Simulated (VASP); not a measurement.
# Au (R-3m) in VASP: single point with PBE

Aim: the single point of Au with PBE.

Program: VASP 6.6.1. These are calculated values, not measurements. Logs are shortened: lines on timing, memory, paths and dates and some standing lists are left out, and cuts for length are marked.

**1. The cell of the first run**

Symmetry: R-3m, No. 166, trigonal system. Conventional cell: a = 4.871 Å, b = 4.871 Å, c = 5.291 Å, α = 90.00°, β = 90.00°, γ = 120.00°. Within 2.7 Å of Au (site symmetry 3m) lie 1 Au at 2.02 Å.

**2. Single point, PBE**

File INCAR:

```
SYSTEM = Au
  PREC = Accurate
  ENCUT = 540
  EDIFF = 1E-6
  ISMEAR = 0
  SIGMA = 0.1
  LREAL = .False.
  LASPH = .True.
  NELM = 120
  ALGO = Normal
  ISIF = 2
  LWAVE = .False.
  LCHARG = .False.
  GGA = PE
  NBANDS = 26
  GGA_COMPAT = .False.
```

File KPOINTS:

```
regular mesh
0
Gamma
  6 6 6
  0 0 0
```

File POSCAR:

```
Au
1.0
    2.4355364800      1.4061576400      1.7637338000
   -2.4355364800      1.4061576400      1.7637338000
    0.0000000000     -2.8123152900      1.7637338000
Au
2
Direct
    0.3092236700      0.3092236700      0.3092236700
    0.6907763300      0.6907763300      0.6907763300
```

Potentials or basis: VASP PAW PBE potentials, release 64 (Au_sv_GW).

Run with:

```sh
cat potpaw_PBE.64/Au_sv_GW/POTCAR > POTCAR
mpirun -np 1 vasp_std > vasp.out
```

OUTCAR:

```text
SYSTEM = Au
   PREC = Accurate
   ENCUT = 540
   EDIFF = 1E-6
   ISMEAR = 0
   LREAL = .False.
   LASPH = .True.
   NELM = 120
   ISIF = 2
   GGA = PE

 ion  position               nearest neighbor table
   1  0.309  0.309  0.309-   2 2.02   2 2.82   2 2.82   2 2.82   2 3.19   2 3.19   2 3.19   2 3.27

   2  0.691  0.691  0.691-   1 2.02   1 2.82   1 2.82   1 2.82   1 3.19   1 3.19   1 3.19   1 3.27

  LATTYP: Found a trigonal (rhomboedric) cell.
 ALAT       =     3.3196195823
 COS(alpha) =    -0.0765709033

  Lattice vectors:

 A1 = (   2.4355364800,   1.4061576400,   1.7637338000)
 A2 = (  -2.4355364800,   1.4061576400,   1.7637338000)
 A3 = (   0.0000000000,  -2.8123152900,   1.7637338000)

Analysis of symmetry for initial positions (statically):
=====================================================================
 Subroutine PRICEL returns:
 Original cell was already a primitive cell.

 Routine SETGRP: Setting up the symmetry group for a
 trigonal (rhombohedral) supercell.

 Subroutine GETGRP returns: Found 12 space group operations
 (whereof 12 operations were pure point group operations)
 out of a pool of 12 trial point group operations.

The static configuration has the point symmetry D_3d.

Analysis of symmetry for dynamics (positions and initial velocities):
=====================================================================
 Subroutine PRICEL returns:
 Original cell was already a primitive cell.

 Routine SETGRP: Setting up the symmetry group for a
 trigonal (rhombohedral) supercell.

 Subroutine GETGRP returns: Found 12 space group operations
 (whereof 12 operations were pure point group operations)
 out of a pool of 12 trial point group operations.

The dynamic configuration has the point symmetry D_3d.

 Subroutine INISYM returns: Found 12 space group operations
 (whereof 12 operations are pure point group operations),
 and found     1 'primitive' translations

----------------------------------------------------------------------------------------

                                     Primitive cell

  volume of cell :      36.2421

  direct lattice vectors                    reciprocal lattice vectors
     2.435536480  1.406157640  1.763733800     0.205293579  0.118526303  0.188992995
    -2.435536480  1.406157640  1.763733800    -0.205293579  0.118526303  0.188992995
     0.000000000 -2.812315290  1.763733800     0.000000000 -0.237052606  0.188992995

  length of vectors
     3.319619582  3.319619582  3.319619588     0.303170398  0.303170398  0.303170397

  position of ions in fractional coordinates (direct lattice)
     0.309223670  0.309223670  0.309223670
[... 71 lines left out ...]
   ICHARG =      2    charge: 1-file 2-atom 10-const
   ISPIN  =      1    spin polarized calculation?
   LNONCOLLINEAR =      F non collinear calculations
   LSORBIT =      F    spin-orbit coupling
   LASPH  =      T    aspherical Exc in radial PAW
   ENCUT  =  540.0 eV  39.69 Ry    6.30 a.u.   6.29  6.29  6.29*2*pi/ulx,y,z
   NELM   =    120;   NELMIN=  2; NELMDL= -5     # of ELM steps
   EDIFF  = 0.1E-05   stopping-criterion for ELM
   LREAL  =      F    real-space projection
[... 7 lines left out ...]
   TEBEG  =    0.0;   TEEND  =   0.0 temperature during run
   PSTRESS=    0.0 pullay stress
   NELECT =      38.0000    total number of electrons
   NUPDOWN=      -1.0000    fix difference up-down
   EMIN   =  10.00;   EMAX   =-10.00  energy-range for DOS
   EFERMI =   0.00;   METHOD = LEGACY
   ISMEAR =     0;   SIGMA  =   0.10  broadening in eV -4-tet -1-fermi 0-gaus
   EFERMI_NEDOS =   21; number of points for ismear=-14 and -15
   IALGO  =     38    algorithm
   IMIX   =      4    mixing-type and parameters
     AMIX     =   0.40;   BMIX     =  1.00
     AMIX_MAG =   1.60;   BMIX_MAG =  1.00
  volume/ion in A,a.u.               =      18.12       122.29
  Fermi-wavevector in a.u.,A,eV,Ry     =   1.663151  3.142900 37.634690  2.766072
  Thomas-Fermi vector in A             =   2.749918
   LORBIT       =      0    0 simple, 1 ext, 2 COOP (PROOUT), +10 PAW based schemes
   GGA     = PE    functional components
   LHFCALC =     F    Hartree Fock is set to
   AEXX    =    0.0000 exact exchange contribution
   IVDW    =     0    specifies the selected vdW correction
   LEPSILON=     F    determine dielectric tensor
   LRPA    =     F    only Hartree local field effects (RPA)
 non-spin polarized calculation
 Gauss-broadening in eV      SIGMA  =   0.10
  energy-cutoff  :      540.00
  volume of cell :       36.24
 maximum number of plane-waves:      1063
 NGX is ok and might be reduce to    28
   NGX = 13   NGY = 13   NGZ = 13

 number of electron      38.0000002 magnetization

 Free energy of the ion-electron system (eV)
  ---------------------------------------------------
  ext. energy  EPLUGINS =         0.00000000
  ---------------------------------------------------
  free energy    TOTEN  =        -0.27007991 eV

  energy without entropy =       -0.26561045  energy(sigma->0) =       -0.26784518

 E-fermi :   7.9964     XC(G=0): -12.7403

 val. band max:        7.9705539342   @ k =   0.3333   0.3333   0.1667
 cond. band min:       8.1810317732   @ k =   0.5000   0.5000   0.0000
 fundamental gap:      0.2104778390
 Fermi energy:         7.9964213179

 k-point     1 :       0.0000    0.0000    0.0000
  band No.  band energies     occupation
      1     -97.9020      2.00000
      2     -97.6525      2.00000
      3     -50.6026      2.00000
      4     -49.0614      2.00000
      5     -49.0614      2.00000
      6     -48.9260      2.00000
[... 685 lines left out ...]
     25      21.2121      0.00000
     26      22.4179      0.00000

 [... further k-points ...]

------------------------ aborting loop because EDIFF is reached ----------------------------------------

  FORCE on cell =-STRESS in cart. coord.  units (eV):
  Direction    XX          YY          ZZ          XY          YZ          ZX
  --------------------------------------------------------------------------------------
  -------------------------------------------------------------------------------------
  Total        0.3648559      0.3648559     44.8276249      0.0000000     -0.0000001      0.0000000
  in kB       16.1294292     16.1294292   1981.7249284      0.0000000     -0.0000037      0.0000000
  external PRESSURE =     671.3279289 kB  Pullay stress =       0.0000000 kB

 VOLUME and BASIS-vectors are now :
 -----------------------------------------------------------------------------
  energy-cutoff  :      540.00
  volume of cell :       36.24
      direct lattice vectors                 reciprocal lattice vectors
     2.435536480  1.406157640  1.763733800     0.205293579  0.118526303  0.188992995
    -2.435536480  1.406157640  1.763733800    -0.205293579  0.118526303  0.188992995
     0.000000000 -2.812315290  1.763733800     0.000000000 -0.237052606  0.188992995

 POSITION                                       TOTAL-FORCE (eV/Angst)
 -----------------------------------------------------------------------------------
      0.00000     -0.00000      1.63616         0.000000      0.000000    -23.128069
      0.00000     -0.00000      3.65504         0.000000     -0.000000     23.128069
 -----------------------------------------------------------------------------------
    total drift:                               -0.000000     -0.000000      0.000000

  FREE ENERGIE OF THE ION-ELECTRON SYSTEM (eV)
  ---------------------------------------------------
  free  energy   TOTEN  =        -0.2700799086 eV

  energy  without entropy=       -0.2656104505  energy(sigma->0) =       -0.26784518
```

It took 20 s on 1 thread of Intel Xeon Platinum 8559C (Emerald Rapids), shared host; peak memory 0.17 GiB.

What came out:

- Free energy: -0.2701 eV
- Pressure: 67.1 GPa
- Largest force: 23.128 eV/Å
- Band gap on the k mesh: zero (bands 19 and 20 overlap by 3.49 eV)

Forces on the atoms (eV/Å):
```
Au    0.000   0.000 -23.128
Au    0.000   0.000  23.128
```

Stress tensor (GPa, compression positive):
```
  1.61   0.00   0.00
  0.00   1.61   0.00
  0.00   0.00 198.17
```

Caveat: the stress differs along the axes, from 2 to 198 GPa; spin-orbit coupling is left out, which moves the levels of the heavy elements; forces of over 1 eV/Å act on the atoms, so gaps and moduli don't describe the material at rest.

The gap in the log of VASP goes by the Fermi energy; the results here count the filled bands.